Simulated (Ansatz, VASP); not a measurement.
**One calculation of SrAlZnC6N6, two programs**

File INCAR:

```
SYSTEM = SrAlZnC6N6
PREC = Accurate
ENCUT = 520
EDIFF = 1E-6
ISMEAR = 0
SIGMA = 0.1
LREAL = Auto
LASPH = .TRUE.
NELM = 60
ALGO = Normal
ISIF = 2
LWAVE = .FALSE.
LCHARG = .FALSE.
GGA = PE
NBANDS = 52
```

KPOINTS

```
Automatic mesh
0
G
  4 4 4
  0 0 0
```

The input POSCAR:

```
SrAlZnC6N6
1.0
    0.0000000000      5.0525000000      5.0525000000
    5.0525000000      0.0000000000      5.0525000000
    5.0525000000      5.0525000000      0.0000000000
Sr Al Zn C N
1 1 1 6 6
Direct
    0.7500000000      0.7500000000      0.7500000000
    0.0000000000      0.0000000000      0.0000000000
    0.5000000000      0.5000000000      0.5000000000
    0.8144482900      0.1855517100      0.1855517100
    0.1855517100      0.1855517100      0.8144482900
    0.8144482900      0.1855517100      0.8144482900
    0.1855517100      0.8144482900      0.8144482900
    0.8144482900      0.8144482900      0.1855517100
    0.1855517100      0.8144482900      0.1855517100
    0.6986640300      0.3013359700      0.3013359700
    0.3013359700      0.3013359700      0.6986640300
    0.6986640300      0.3013359700      0.6986640300
    0.3013359700      0.6986640300      0.6986640300
    0.6986640300      0.6986640300      0.3013359700
    0.3013359700      0.6986640300      0.3013359700
```

Input for Ansatz:

```yaml
crystal:
  lattice:
    - [0.0, 5.0525, 5.0525]
    - [5.0525, 0.0, 5.0525]
    - [5.0525, 5.0525, 0.0]
  atoms:
    - { symbol: Sr, position: [0.75, 0.75, 0.75] }
    - { symbol: Al, position: [0.0, 0.0, 0.0] }
    - { symbol: Zn, position: [0.5, 0.5, 0.5] }
    - { symbol: C, position: [0.81444829, 0.18555171, 0.18555171] }
    - { symbol: C, position: [0.18555171, 0.18555171, 0.81444829] }
    - { symbol: C, position: [0.81444829, 0.18555171, 0.81444829] }
    - { symbol: C, position: [0.18555171, 0.81444829, 0.81444829] }
    - { symbol: C, position: [0.81444829, 0.81444829, 0.18555171] }
    - { symbol: C, position: [0.18555171, 0.81444829, 0.18555171] }
    - { symbol: "N", position: [0.69866403, 0.30133597, 0.30133597] }
    - { symbol: "N", position: [0.30133597, 0.30133597, 0.69866403] }
    - { symbol: "N", position: [0.69866403, 0.30133597, 0.69866403] }
    - { symbol: "N", position: [0.30133597, 0.69866403, 0.69866403] }
    - { symbol: "N", position: [0.69866403, 0.69866403, 0.30133597] }
    - { symbol: "N", position: [0.30133597, 0.69866403, 0.30133597] }
basis:
  ecutwfc: 420
kpoints:
  mp_grid: { grid: [4, 4, 4] }
hamiltonian:
  xc: pbe
scf:
  occupations: { method: gaussian, width: 0.1 }
  lower_state_search: "off"
output:
  forces: true
  stress: true
  eigenvalues: true
```

Alike in both runs: task single point; functional PBE; k mesh 4 × 4 × 4; occupations gaussian, width 0.1 eV; no spin polarisation.

|  | VASP | Ansatz |
| --- | --- | --- |
| version | VASP 6.6.1 | Ansatz 0.2.0 |
| potentials or method | VASP PAW PBE potentials, release 64 (Sr_sv, Al, Zn, C, N), cutoff 520 eV | scalar-relativistic, plane waves, PAW |
| valence electrons in the cell | 79 | 79 |

Ansatz gave:

| Item | Value |
| --- | --- |
| gap on the k mesh at the Fermi level (eV) | none |
| pressure (GPa) | 11.0 |
| rms of the force components (eV/Å) | 0.787 |

**Question.** What did VASP give for the same quantities?

**Answer.** gap on the k mesh at the Fermi level (eV): none; pressure (GPa): 11.5; rms of the force components (eV/Å): 0.619.

Atom by atom the forces differ by 0.200 eV/Å (rms over components). A gap of «none» marks a metal or a gap that the smearing closes.

Noted on VASP's run: the standard files for N, O and F lose accuracy on very short bonds.
